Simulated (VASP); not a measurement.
# W8C9 in VASP: further runs, part 2 of 2

VASP 6.6.1.

### Step 4. Single point, PBE

Contents of INCAR:

```
  PREC = Accurate
  ENCUT = 520
  EDIFF = 1E-6
  ISMEAR = -1
  SIGMA = 0.15
  LREAL = Auto
  LASPH = T
  NELM = 60
  ALGO = Normal
  ISIF = 2
  LWAVE = F
  LCHARG = F
  GGA = PE
  NBANDS = 88
```

Contents of KPOINTS:

```
regular mesh
0
Gamma
  3 3 1
```

Contents of POSCAR:

```
W8C9
1.0
    5.7490600000      0.0000000000      0.0000000000
    0.0000000000      5.6331800000      0.0000000000
    0.0000000000      0.0000000000     15.1490270000
W C
8 9
Direct
    0.0000000000      0.0000000000      0.0660108402
    0.2386998918      0.0276043017      0.2262125482
    0.0000000000      0.5000017752      0.0660108402
    0.2581813375      0.5222804881      0.2265360013
    0.4999947818      0.0000000000      0.0660108402
    0.7262752520     -0.0014734129      0.2310379406
    0.4999947818      0.5000017752      0.0660108402
    0.7631508455      0.4921731597      0.2427218593
   -0.0284220377      0.2704333964      0.1709812782
    0.2544589898      0.2878835755      0.3235917396
   -0.0183682202      0.7600857775      0.1646838441
    0.4215123864      0.9056341179      0.3378302778
    0.4959767336      0.2554862440      0.1734368815
    0.6721272695      0.2336513302      0.3307539157
    0.4887755564      0.7774294448      0.1700637275
    0.6133698379      0.7550442201      0.3327474431
    0.4493256289      0.1580102180      0.3516463467
```

Potentials or basis: VASP PAW PBE potentials, release 64 (W_sv, C).

On the command line:

```sh
$ cat potpaw_PBE.64/W_sv/POTCAR potpaw_PBE.64/C/POTCAR > POTCAR
$ mpirun -np 1 vasp_std > vasp.out
```

OUTCAR:

```text
PREC = Accurate
   ENCUT = 520
   EDIFF = 1E-6
   ISMEAR = -1
   LREAL = Auto
   LASPH = T
   NELM = 60
   ISIF = 2
   GGA = PE

 ion  position               nearest neighbor table
   1  0.000  0.000  0.066-  11 2.02   9 2.21   2 2.79   3 2.82   3 2.82   5 2.87   5 2.87   6 2.95

   2  0.239  0.028  0.226-  10 2.08  12 2.11  13 2.12  15 2.19   9 2.22  11 2.31  17 2.37   4 2.79
                             1 2.79   6 2.81   4 2.85   5 2.86   6 2.95
   3  0.000  0.500  0.066-   9 2.06  11 2.10   1 2.82   1 2.82   4 2.85   7 2.87   7 2.87   8 3.00

   4  0.258  0.522  0.227-  10 1.98  15 2.13  13 2.19  11 2.28   9 2.33   2 2.79   7 2.80   2 2.85
                             3 2.85   8 2.86   8 2.92
   5  0.500  0.000  0.066-  15 2.02  13 2.17   7 2.82   7 2.82   6 2.82   2 2.86   1 2.87   1 2.87

   6  0.726  0.999  0.231-  14 2.03  15 2.07  13 2.15  16 2.16  11 2.23   9 2.27  12 2.44  17 2.58
                             8 2.79   2 2.81   5 2.82   8 2.87   2 2.95   1 2.95
   7  0.500  0.500  0.066-  13 2.13  15 2.22   4 2.80   5 2.82   5 2.82   3 2.87   3 2.87   8 3.08

   8  0.763  0.492  0.243-  14 2.04   9 2.04  16 2.19  13 2.29  11 2.29  15 2.51   6 2.79   4 2.86
                             6 2.87   4 2.92   3 3.00   7 3.08
   9  0.972  0.270  0.171-   8 2.04   3 2.06   1 2.21   2 2.22   6 2.27   4 2.33
  10  0.254  0.288  0.324-  17 1.40   4 1.98   2 2.08
  11  0.982  0.760  0.165-   1 2.02   3 2.10   6 2.23   4 2.28   8 2.29   2 2.31
  12  0.422  0.906  0.338-  16 1.39  17 1.45   2 2.11   6 2.44
  13  0.496  0.255  0.173-   2 2.12   7 2.13   6 2.15   5 2.17   4 2.19   8 2.29
  14  0.672  0.234  0.331-  17 1.39   6 2.03   8 2.04
  15  0.489  0.777  0.170-   5 2.02   6 2.07   4 2.13   2 2.19   7 2.22   8 2.51
  16  0.613  0.755  0.333-  12 1.39   6 2.16   8 2.19
  17  0.449  0.158  0.352-  14 1.39  10 1.40  12 1.45   2 2.37   6 2.58

  LATTYP: Found a simple orthorhombic cell.
 ALAT       =     5.6331800000
 B/A-ratio  =     1.0205709741
 C/A-ratio  =     2.6892495890

  Lattice vectors:

 A1 = (   0.0000000000,  -5.6331800000,   0.0000000000)
 A2 = (   5.7490600000,   0.0000000000,   0.0000000000)
 A3 = (   0.0000000000,   0.0000000000,  15.1490270000)

[... 162 lines left out ...]
   LHFCALC =     F    Hartree Fock is set to
   AEXX    =    0.0000 exact exchange contribution
   IVDW    =     0    specifies the selected vdW correction
   LEPSILON=     F    determine dielectric tensor
   LRPA    =     F    only Hartree local field effects (RPA)
 non-spin polarized calculation
  energy-cutoff  :      520.00
  volume of cell :      490.61
 maximum number of plane-waves:     13218
 NGX is ok and might be reduce to    48
   NGX = 21   NGY = 21   NGZ = 57

 number of electron     147.9999990 magnetization

 Free energy of the ion-electron system (eV)
  ---------------------------------------------------
  ext. energy  EPLUGINS =         0.00000000
  ---------------------------------------------------
  free energy    TOTEN  =      -166.55201376 eV

  energy without entropy =     -165.86605929  energy(sigma->0) =     -166.20903653

 E-fermi :   0.9075     XC(G=0):  -6.2560

 val. band max:        0.8349039989   @ k =  -0.3333   0.3333   0.0000
 cond. band min:       0.9443321717   @ k =   0.3333   0.3333   0.0000
 fundamental gap:      0.1094281728
 Fermi energy:         0.9074601827

 k-point     1 :       0.0000    0.0000    0.0000
  band No.  band energies     occupation
      1     -73.5464      2.00000
      2     -73.5141      2.00000
      3     -73.4643      2.00000
      4     -73.4357      2.00000
      5     -73.4315      2.00000
      6     -73.3919      2.00000
[... 434 lines left out ...]
     85       2.5027      0.00005
     86       2.6201      0.00002
 [bands above 86 left out]

------------------------ aborting loop because EDIFF is reached ----------------------------------------

  FORCE on cell =-STRESS in cart. coord.  units (eV):
  Direction    XX          YY          ZZ          XY          YZ          ZX
  --------------------------------------------------------------------------------------
  -------------------------------------------------------------------------------------
  Total       -6.7243359      6.3674592      9.5070048     -1.0328169     -5.7175722      1.8485839
  in kB      -21.9596174     20.7941679     31.0469603     -3.3728630    -18.6718363      6.0369077
  external PRESSURE =       9.9605036 kB  Pullay stress =       0.0000000 kB

 VOLUME and BASIS-vectors are now :
 -----------------------------------------------------------------------------
  energy-cutoff  :      520.00
  volume of cell :      490.61
      direct lattice vectors                 reciprocal lattice vectors
     5.749060000  0.000000000  0.000000000     0.173941479  0.000000000  0.000000000
     0.000000000  5.633180000  0.000000000     0.000000000  0.177519625  0.000000000
     0.000000000  0.000000000 15.149027000     0.000000000  0.000000000  0.066010840

 POSITION                                       TOTAL-FORCE (eV/Angst)
 -----------------------------------------------------------------------------------
      0.00000      0.00000      1.00000        -0.415261      1.010240     -0.534265
      1.37230      0.15550      3.42690        -1.303199     -0.859694     -0.724169
      0.00000      2.81660      1.00000        -0.226135      0.291545     -0.357762
      1.48430      2.94210      3.43180        -0.996346      0.993296     -0.183673
      2.87450      0.00000      1.00000        -0.337234      0.818852     -1.437252
      4.17540      5.62488      3.50000         1.695710     -0.226711      0.370512
[... 9 lines left out ...]
      3.52630      4.25330      5.04080        -0.618408     -1.254721     -0.934068
      2.58320      0.89010      5.32710        -1.190310      0.257127      1.511772
 -----------------------------------------------------------------------------------
    total drift:                                0.015370     -0.029370      0.015193

  FREE ENERGIE OF THE ION-ELECTRON SYSTEM (eV)
  ---------------------------------------------------
  free  energy   TOTEN  =      -166.5520137631 eV

  energy  without entropy=     -165.8660592911  energy(sigma->0) =     -166.20903653
```

stdout:

```text
POSCAR found type information on POSCAR W C
 POSCAR found :  2 types and      17 ions
 scaLAPACK will be used
 LDA part: xc-table for (Slater+PW92), standard interpolation
 POSCAR, INCAR and KPOINTS ok, starting setup
 FFT: planning ... GRIDC
 FFT: planning ... GRID_SOFT
 FFT: planning ... GRID
 WAVECAR not read
 entering main loop
```

Run time: 5.3 min. Hardware: 1 thread of Intel Xeon Platinum 8559C (Emerald Rapids), shared host; peak memory 0.58 GiB.

What came out:

```
Free energy            : -166.5520 eV
Largest force          : 3.627 eV/Å
Band gap on the k mesh : zero (band 74 reaches 1.00 eV, above the bottom of band 75 at 0.94 eV)
```

Forces in eV/Å, atoms in the order of the input:
```
W   -0.415  1.010 -0.534
W   -1.303 -0.860 -0.724
W   -0.226  0.292 -0.358
W   -0.996  0.993 -0.184
W   -0.337  0.819 -1.437
W    1.696 -0.227  0.371
W   -0.070  0.244  0.213
W   -2.628  2.399  0.700
C    1.993 -1.786 -0.456
C   -0.148  0.339  0.785
C    0.898 -0.015  1.791
C    1.973 -2.628  0.720
C    0.105  0.860 -1.082
C    1.508  1.513  0.286
C   -0.239 -1.957 -0.666
C   -0.618 -1.255 -0.934
C   -1.190  0.257  1.512
```

Caveat: the k points lie up to 0.37 Å⁻¹ apart; spin-orbit coupling is left out, which moves the levels of the heavy elements.
